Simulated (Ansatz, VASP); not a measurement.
# NaSe4 in VASP and in Ansatz

```xyz
5
Lattice="2.6888 0.0000 0.0000 0.0000 5.3775 0.0000 0.0000 0.0000 7.3036" Properties=species:S:1:pos:R:3 pbc="T T T"
Na    0.0000    0.0000    0.0000
Se    1.3444    1.3444    5.4893
Se    1.3444    4.0331    5.4893
Se    1.3444    1.3444    1.8143
Se    1.3444    4.0331    1.8143
```

Alike in both runs: task relaxation of cell and atoms; functional PBE; dispersion D3(BJ); k mesh 6 × 4 × 4; occupations gaussian, width 0.1 eV; no spin polarisation.

```csv
,VASP,Ansatz
version,VASP 6.6.1,Ansatz 0.2.0
potentials or method,"VASP PAW PBE potentials, release 64 (Na_pv, Se), cutoff 600 eV","scalar-relativistic, plane waves, PAW"
valence electrons in the cell,31,73
```

Ansatz gave:

* gap on the k mesh at the Fermi level, each at its own relaxed structure (eV): none
* relaxed volume (Å³/atom): 24.30
* relaxed cell length with the largest relative difference (Å): 7.869

**Question.** Estimate VASP's values.

**Answer.** gap on the k mesh at the Fermi level, each at its own relaxed structure (eV): none; relaxed volume (Å³/atom): 24.24; relaxed cell length with the largest relative difference (Å): 7.850.

A gap of «none» marks a metal or a gap that the smearing closes. VASP's potentials hold 31 valence electrons a cell and Ansatz's 73, so a difference there can come from the potentials and not from the codes.

The k mesh is coarse, so the values compare programs but aren't converged.
